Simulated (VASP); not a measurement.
Runs of VASP 6.6.1 on KBr. The structure is that of space group Pm-3m (No. 221), or close to it. The cells are those of the table. 

```tsv
task	level	potentials or basis	spin	fixed moment (μB)	cell	k mesh	cutoff (eV)	smearing	grid for exact exchange (PRECFOCK)	gap on the mesh (eV)	pressure (GPa)	moment (μB)
single point	RPBE	VASP PAW PBE potentials, release 64 (Br, K_sv)	off	-	a = 4.043 Å, 2 atoms	7 × 7 × 7	520	gaussian 0.02 eV	-	4.20	1.5	-
single point	PBE	VASP PAW PBE potentials, release 64 (Br, K_sv)	off	-	a = 4.043 Å, 2 atoms	7 × 7 × 7	520	fermi-dirac 0.05 eV	-	3.89	-0.1	-
single point	PBE	VASP PAW PBE potentials, release 64 (Br, K_sv)	off	-	a = 4.070 Å, 2 atoms	7 × 7 × 7	520	fermi-dirac 0.05 eV	-	3.83	(a)	-
single point	revPBE+D3(BJ)	VASP PAW PBE potentials, release 64 (Br, K_sv)	non-collinear, zero start, SOC	-	a = 4.043 Å, 2 atoms	7 × 7 × 7	520	gaussian 0.01 eV	-	-	-0.8	0.00
single point	PBE	VASP PAW PBE potentials, release 64 (Br, K_sv)	off	-	a = 4.123 Å, 2 atoms	7 × 7 × 7	520	fermi-dirac 0.05 eV	-	3.72	-0.8	-
single point	PBE	VASP PAW PBE potentials, release 64 (Br, K_sv)	off	-	a = 4.016 Å, 2 atoms	7 × 7 × 7	520	fermi-dirac 0.05 eV	-	(c)	0.3	-
single point	PBE	VASP PAW PBE potentials, release 64 (Br, K_sv)	off	-	a = 3.989 Å, 2 atoms	7 × 7 × 7	520	fermi-dirac 0.05 eV	-	4.02	0.7	-
relaxation of cell and atoms	BLYP	VASP PAW PBE potentials, release 64 (Br, K_sv)	collinear, zero start	0.0	relaxed from a = 4.043 Å, 2 atoms	7 × 7 × 7	600	methfessel-paxton 0.1 eV	-	-	0.0	0.00
single point	PBE	VASP PAW PBE potentials, release 64 (Br, K_sv)	off	-	a = 4.097 Å, 2 atoms	7 × 7 × 7	520	fermi-dirac 0.05 eV	-	3.77	(b)	-
single point	PBE	VASP PAW PBE potentials, release 64 (Br, K_sv)	off	-	a = 3.961 Å, 2 atoms	7 × 7 × 7	520	fermi-dirac 0.05 eV	-	4.09	1.1	-
single point	PBE0+D3(BJ)	VASP PAW PBE potentials, release 64 (Br, K_sv)	off	-	a = 4.356 Å, 2 atoms	4 × 4 × 4	520	gaussian 0.01 eV	Normal	5.13	-3.1	-
single point	LDA	VASP PAW LDA potentials, release 64 (Br, K_sv)	off	-	a = 4.043 Å, 2 atoms	7 × 7 × 7	520	gaussian 0.05 eV	-	3.51	-2.7	-
```

Problem. Estimate the missing entries.

Solution. (a) -0.3; (b) -0.6; (c) 3.95.

Caveats: the PAW data sets were made with another functional, which shifts forces and pressure a little (some runs); three body term missing (some runs); the total moment is fixed, so each spin has its own Fermi level (some runs).

A k mesh can miss the band edges, and rows without SOC leave out spin-orbit coupling on Br.
